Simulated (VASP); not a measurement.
# Al (I4/mmm) in VASP: a series of runs

Al is run at these levels: LDA; tasks: single point.

Everything below comes from runs of VASP 6.6.1. Logs are shortened: lines on timing, memory, paths and dates and some standing lists are left out, and cuts for length are marked.

## Step 1: The cell of the first run

It takes space group I4/mmm (No. 139, tetragonal). Conventional cell: a = 3.342 Å, b = 3.342 Å, c = 3.023 Å, α = 90.00°, β = 90.00°, γ = 90.00°. Al (site symmetry 4/mmm) has 14 Al at 2.81 to 3.34 Å within 3.7 Å.

## Step 2: Single point, LDA (strain +0.050 along x and y, -0.050 along z)

Input file INCAR:

```
  PREC = Accurate
  ENCUT = 520
  EDIFF = 1E-7
  ISMEAR = 0
  SIGMA = 0.15
  LREAL = F
  LASPH = T
  NELM = 80
  ALGO = Fast
  ISIF = 2
  LWAVE = F
  LCHARG = F
  NBANDS = 8
```

Input file KPOINTS:

```
Automatic mesh
0
Gamma
  20 20 20
```

Input file POSCAR:

```
Al
1.0
   -1.6707796245      1.6707796245      1.5116577555
    1.6707796245     -1.6707796245      1.5116577555
    1.6707796245      1.6707796245     -1.5116577555
Al
1
Direct
    0.0000000000      0.0000000000      0.0000000000
```

Potentials or basis: VASP PAW LDA potentials, release 64 (Al).

Launch:

```
> cat potpaw_LDA.64/Al/POTCAR > POTCAR
> mpirun -np 1 vasp_std > vasp.out
```

OUTCAR:

```text
PREC = Accurate
   ENCUT = 520
   EDIFF = 1E-7
   ISMEAR = 0
   LREAL = F
   LASPH = T
   NELM = 80
   ISIF = 2

 ion  position               nearest neighbor table
   1  0.000  0.000  0.000-

  LATTYP: Found a body centered tetragonal cell.
 ALAT       =     3.3415592490
 C/A-ratio  =     0.9047619048

  Lattice vectors:

 A1 = (  -1.6707796245,   1.6707796245,   1.5116577555)
 A2 = (   1.6707796245,  -1.6707796245,   1.5116577555)
 A3 = (   1.6707796245,   1.6707796245,  -1.5116577555)

Analysis of symmetry for initial positions (statically):
=====================================================================
 Subroutine PRICEL returns:
 Original cell was already a primitive cell.

 Routine SETGRP: Setting up the symmetry group for a
 body centered tetragonal supercell.

 Subroutine GETGRP returns: Found 16 space group operations
 (whereof 16 operations were pure point group operations)
 out of a pool of 16 trial point group operations.

The static configuration has the point symmetry D_4h.

Analysis of symmetry for dynamics (positions and initial velocities):
=====================================================================
 Subroutine PRICEL returns:
 Original cell was already a primitive cell.

 Routine SETGRP: Setting up the symmetry group for a
 body centered tetragonal supercell.

 Subroutine GETGRP returns: Found 16 space group operations
 (whereof 16 operations were pure point group operations)
 out of a pool of 16 trial point group operations.

The dynamic configuration has the point symmetry D_4h.

 Subroutine INISYM returns: Found 16 space group operations
 (whereof 16 operations are pure point group operations),
 and found     1 'primitive' translations

----------------------------------------------------------------------------------------

                                     Primitive cell

  volume of cell :      16.8792

  direct lattice vectors                    reciprocal lattice vectors
    -1.670779624  1.670779624  1.511657755     0.000000000  0.299261490  0.330762700
     1.670779624 -1.670779624  1.511657755     0.299261490  0.000000000  0.330762700
     1.670779624  1.670779624 -1.511657755     0.299261490  0.299261490  0.000000000

  length of vectors
     2.805016627  2.805016627  2.805016627     0.446050897  0.446050897  0.423219658

  position of ions in fractional coordinates (direct lattice)
     0.000000000  0.000000000  0.000000000

  ion indices of the primitive-cell ions
   primitive index   ion index
                 1           1

----------------------------------------------------------------------------------------

 KPOINTS: Automatic mesh

Automatic generation of k-mesh.
 Grid dimensions read from file:
 generate k-points for:   20   20   20

 Generating k-lattice:

  Cartesian coordinates                     Fractional coordinates (reciprocal lattice)
     0.000000000  0.014963075  0.016538135     0.050000000 -0.000000000  0.000000000
     0.014963075  0.000000000  0.016538135    -0.000000000  0.050000000  0.000000000
     0.014963075  0.014963075  0.000000000     0.000000000  0.000000000  0.050000000

  Length of vectors
     0.022302545  0.022302545  0.021160983

  Shift w.r.t. Gamma in fractional coordinates (k-lattice)
     0.000000000  0.000000000  0.000000000

 Subroutine IBZKPT returns following result:
 ===========================================

 Found    641 irreducible k-points:

 Following reciprocal coordinates:
            Coordinates               Weight
  0.000000  0.000000  0.000000      1.000000
  0.050000 -0.000000  0.000000      8.000000
  0.100000 -0.000000  0.000000      8.000000
  0.150000 -0.000000  0.000000      8.000000
  0.200000 -0.000000  0.000000      8.000000
  0.250000 -0.000000  0.000000      8.000000
[... 16 lines left out ...]
 -0.400000  0.050000 -0.000000     16.000000
 -0.350000  0.050000 -0.000000     16.000000
 [... further k-points ...]
   k-points           NKPTS =    641   k-points in BZ     NKDIM =    641   number of bands    NBANDS=      8
   number of dos      NEDOS =    301   number of ions     NIONS =      1
   total plane-waves  NPLWV =  13824
   dimension x,y,z NGX =    24 NGY =   24 NGZ =   24
   dimension x,y,z NGXF=    48 NGYF=   48 NGZF=   48
   ions per type =               1
   NGX,Y,Z   is equivalent  to a cutoff of  14.22, 14.22, 14.22 a.u.
   NGXF,Y,Z  is equivalent  to a cutoff of  28.45, 28.45, 28.45 a.u.
 SYSTEM =  unknown system
   PREC   = accura    normal or accurate (medium, high low for compatibility)
   ISTART =      0    job   : 0-new  1-cont  2-samecut
   ICHARG =      2    charge: 1-file 2-atom 10-const
   ISPIN  =      1    spin polarized calculation?
   LNONCOLLINEAR =      F non collinear calculations
   LSORBIT =      F    spin-orbit coupling
   LASPH  =      T    aspherical Exc in radial PAW
   ENCUT  =  520.0 eV  38.22 Ry    6.18 a.u.   5.22  5.22  5.22*2*pi/ulx,y,z
   NELM   =     80;   NELMIN=  2; NELMDL= -5     # of ELM steps
   EDIFF  = 0.1E-06   stopping-criterion for ELM
   LREAL  =      F    real-space projection
   EDIFFG = 0.1E-05   stopping-criterion for IOM
   NSW    =      0    number of steps for IOM
   IBRION =     -1    ionic relax: 0-MD 1-quasi-New 2-CG
   NFREE  =      0    steps in history (QN), initial steepest desc. (CG)
   ISIF   =      2    stress and relaxation
   ISYM   =      2    0-nonsym 1-usesym 2-fastsym
   POTIM  = 0.5000    time-step for ionic-motion
   TEBEG  =    0.0;   TEEND  =   0.0 temperature during run
   PSTRESS=    0.0 pullay stress
   NELECT =       3.0000    total number of electrons
   NUPDOWN=      -1.0000    fix difference up-down
   EMIN   =  10.00;   EMAX   =-10.00  energy-range for DOS
   EFERMI =   0.00;   METHOD = LEGACY
   ISMEAR =     0;   SIGMA  =   0.15  broadening in eV -4-tet -1-fermi 0-gaus
   EFERMI_NEDOS =   21; number of points for ismear=-14 and -15
   IALGO  =     68    algorithm
   IMIX   =      4    mixing-type and parameters
     AMIX     =   0.40;   BMIX     =  1.00
     AMIX_MAG =   1.60;   BMIX_MAG =  1.00
  volume/ion in A,a.u.               =      16.88       113.91
  Fermi-wavevector in a.u.,A,eV,Ry     =   0.920445  1.739389 11.527122  0.847220
  Thomas-Fermi vector in A             =   2.045752
   LORBIT       =      0    0 simple, 1 ext, 2 COOP (PROOUT), +10 PAW based schemes
   GGA     = CA    functional components
   LHFCALC =     F    Hartree Fock is set to
   AEXX    =    0.0000 exact exchange contribution
   IVDW    =     0    specifies the selected vdW correction
   LEPSILON=     F    determine dielectric tensor
   LRPA    =     F    only Hartree local field effects (RPA)
 non-spin polarized calculation
 RMM-DIIS sequential band-by-band and
 Gauss-broadening in eV      SIGMA  =   0.15
  energy-cutoff  :      520.00
  volume of cell :       16.88
 maximum number of plane-waves:       470
 NGX is ok and might be reduce to    24
   NGX = 11   NGY = 11   NGZ = 11

 number of electron       3.0000000 magnetization

 Free energy of the ion-electron system (eV)
  ---------------------------------------------------
  ext. energy  EPLUGINS =         0.00000000
  ---------------------------------------------------
  free energy    TOTEN  =        -4.09811855 eV

  energy without entropy =       -4.09315165  energy(sigma->0) =       -4.09563510

 E-fermi :   7.5317     XC(G=0): -10.2616

 val. band max:        7.5200619942   @ k =   0.3500   0.3500   0.0000
 cond. band min:       7.5380945936   @ k =  -0.3000  -0.3500   0.1000
 fundamental gap:      0.0180325995
 Fermi energy:         7.5317423559

 k-point     1 :       0.0000    0.0000    0.0000
  band No.  band energies     occupation
      1      -3.3849      2.00000
      2      19.1720      0.00000
      3      20.9445      0.00000
      4      20.9445      0.00000
      5      21.5513      0.00000
      6      21.5513      0.00000
      7      22.2535      0.00000
      8      22.4734      0.00000

 k-point     2 :       0.0500   -0.0000    0.0000
  band No.  band energies     occupation
      1      -3.3115      2.00000
      2      18.7158      0.00000
      3      20.2916      0.00000
      4      20.7533      0.00000
      5      20.7965      0.00000
      6      21.8951      0.00000
      7      22.3579      0.00000
      8      23.0233      0.00000

 k-point     3 :       0.1000   -0.0000    0.0000
  band No.  band energies     occupation
      1      -3.0913      2.00000
      2      17.9257      0.00000
      3      18.5403      0.00000
      4      19.8510      0.00000
      5      20.0026      0.00000
      6      22.3289      0.00000
      7      23.0089      0.00000
      8      23.4706      0.00000

 k-point     4 :       0.1500   -0.0000    0.0000
  band No.  band energies     occupation
      1      -2.7250      2.00000
      2      16.4676      0.00000
      3      17.1606      0.00000
      4      19.0602      0.00000
      5      19.1056      0.00000
      6      21.6217      0.00000
      7      24.0304      0.00000
      8      24.3922      0.00000

 k-point     5 :       0.2000   -0.0000    0.0000
  band No.  band energies     occupation
      1      -2.2137      2.00000
      2      14.3794      0.00000
      3      16.4907      0.00000
      4      18.1511      0.00000
      5      18.4408      0.00000
      6      20.8520      0.00000
      7      24.3903      0.00000
      8      25.3295      0.00000

 k-point     6 :       0.2500   -0.0000    0.0000
  band No.  band energies     occupation
      1      -1.5591      2.00000
      2      12.3525      0.00000
      3      15.9343      0.00000
      4      17.3327      0.00000
      5      17.8676      0.00000
      6      20.1457      0.00000
      7      24.7716      0.00000
      8      26.2901      0.00000

 k-point     7 :       0.3000   -0.0000    0.0000
  band No.  band energies     occupation
      1      -0.7630      2.00000
      2      10.4174      0.00000
      3      15.4979      0.00000
      4      16.6280      0.00000
      5      17.3954      0.00000
      6      19.5358      0.00000
      7      25.2392      0.00000
      8      27.3339      0.00000
[... 133 lines left out ...]
 k-point    20 :       0.4500    0.0500    0.0000
  band No.  band energies     occupation
      1       3.1821      2.00000
      2       4.5485      2.00000
      3      13.9769      0.00000
      4      15.1306      0.00000
      5      17.1421      0.00000
      6      18.9552      0.00000
      7      26.5686      0.00000
      8      30.4817      0.00000

 k-point    21 :       0.5000    0.0500    0.0000
  band No.  band energies     occupation
      1       3.0569      2.00000
      2       4.6864      2.00000
      3      13.8528      0.00000
      4      15.2601      0.00000
      5      17.0666      0.00000
      6      19.0561      0.00000
      7      27.2479      0.00000
      8      29.8825      0.00000

 k-point    22 :      -0.4500    0.0500   -0.0000
  band No.  band energies     occupation
      1       1.8157      2.00000
      2       6.1972      2.00000
      3      13.8584      0.00000
      4      15.5129      0.00000
      5      17.1142      0.00000
      6      19.2898      0.00000
      7      27.4375      0.00000
      8      29.2609      0.00000

 k-point    23 :      -0.4000    0.0500   -0.0000
  band No.  band energies     occupation
      1       0.6870      2.00000
      2       7.8514      0.00258
      3      13.9932      0.00000
      4      15.8863      0.00000
      5      17.2894      0.00000
      6      19.6502      0.00000
      7      27.0666      0.00000
      8      28.1070      0.00000

 k-point    24 :      -0.3500    0.0500   -0.0000
  band No.  band energies     occupation
      1      -0.3091      2.00000
      2       9.6264      0.00000
      3      14.2564      0.00000
      4      16.3757      0.00000
      5      17.5954      0.00000
      6      20.1283      0.00000
      7      26.5408      0.00000
      8      26.9758      0.00000

 [... further k-points ...]

------------------------ aborting loop because EDIFF is reached ----------------------------------------

  FORCE on cell =-STRESS in cart. coord.  units (eV):
  Direction    XX          YY          ZZ          XY          YZ          ZX
  --------------------------------------------------------------------------------------
  -------------------------------------------------------------------------------------
  Total       -0.1956429     -0.1956429     -0.4918047      0.0000000      0.0000000      0.0000000
  in kB      -18.5704641    -18.5704641    -46.6822179      0.0000000      0.0000000      0.0000000
  external PRESSURE =     -27.9410487 kB  Pullay stress =       0.0000000 kB

 VOLUME and BASIS-vectors are now :
 -----------------------------------------------------------------------------
  energy-cutoff  :      520.00
  volume of cell :       16.88
      direct lattice vectors                 reciprocal lattice vectors
    -1.670779624  1.670779624  1.511657755     0.000000000  0.299261490  0.330762700
     1.670779624 -1.670779624  1.511657755     0.299261490  0.000000000  0.330762700
     1.670779624  1.670779624 -1.511657755     0.299261490  0.299261490  0.000000000

 POSITION                                       TOTAL-FORCE (eV/Angst)
 -----------------------------------------------------------------------------------
      0.00000      0.00000      0.00000         0.000000      0.000000     -0.000000
 -----------------------------------------------------------------------------------
    total drift:                               -0.000000     -0.000000     -0.000000

  FREE ENERGIE OF THE ION-ELECTRON SYSTEM (eV)
  ---------------------------------------------------
  free  energy   TOTEN  =        -4.0981185491 eV

  energy  without entropy=       -4.0931516500  energy(sigma->0) =       -4.09563510
```

It took 2.1 min on 1 thread of AMD EPYC 7R13, shared host; peak memory 0.15 GiB.

What came out:

```
Free energy            : -4.0981 eV
Pressure               : -2.8 GPa
Band gap on the k mesh : zero (an odd number of electrons rules out a gap without spin polarisation)
```

Stress tensor (GPa, compression positive):
```
-1.86  0.00  0.00
 0.00 -1.86  0.00
 0.00  0.00 -4.67
```

Caveat: the cell differs from its parent crystal (strain +0.050 along x and y, -0.050 along z).

## Step 3: Single point, LDA (strain +0.050 along x and y, -0.025 along z)

Input file INCAR:

```
SYSTEM = Al
PREC     = Accurate       ! precision mode
ENCUT    = 520            ! plane-wave cutoff, eV
EDIFF    = 1E-6           ! SCF threshold, eV
ISMEAR   = 0              ! smearing method
SIGMA    = 0.15           ! smearing width, eV
LREAL    = .FALSE.        ! projectors in reciprocal space
LASPH    = .TRUE.         ! aspherical terms in the spheres
NELM     = 60             ! most SCF steps
ALGO     = Normal         ! electronic algorithm
ISIF     = 2              ! what is computed and relaxed
LWAVE    = .FALSE.        ! write WAVECAR
LCHARG   = .FALSE.        ! write CHGCAR
NBANDS   = 8              ! bands
```

Input file KPOINTS:

```
regular mesh
0
G
  20 20 20
  0 0 0
```

Input file POSCAR:

```
Al
1.0
   -1.6707796245      1.6707796245      1.5514382228
    1.6707796245     -1.6707796245      1.5514382228
    1.6707796245      1.6707796245     -1.5514382228
Al
1
Direct
    0.0000000000      0.0000000000      0.0000000000
```

Potentials or basis: VASP PAW LDA potentials, release 64 (Al).

Launch:

```
> cat potpaw_LDA.64/Al/POTCAR > POTCAR
> mpirun -np 1 vasp_std > vasp.out
```

It took 1.7 min on 1 thread of AMD EPYC 7R13, shared host; peak memory 0.15 GiB.

It converged, with:

```
Free energy            : -4.0838 eV
Pressure               : -4.3 GPa
Band gap on the k mesh : zero (an odd number of electrons rules out a gap without spin polarisation)
```

Stress tensor (GPa, compression positive):
```
-3.66  0.00  0.00
 0.00 -3.66  0.00
 0.00  0.00 -5.58
```

Levels at points of the mesh, in eV from the Fermi level:
```
           k point  band 1  band 2  band 3  band 4  band 5  band 6
(0.00, 0.00, 0.00)  -10.74   11.87   13.33   13.33   13.58   13.58
(0.50, 0.00, 0.00)   -3.94   -3.55    7.31    7.73    9.05   10.71
(0.50, 0.50, 0.00)   -4.28   -4.25    8.67    9.27   10.82   11.52
(0.50, 0.50, 0.50)    1.16    1.16    2.79    2.91    3.17    5.51
```

Caveat: the cell differs from its parent crystal (strain +0.050 along x and y, -0.025 along z); the cell stands under tension.
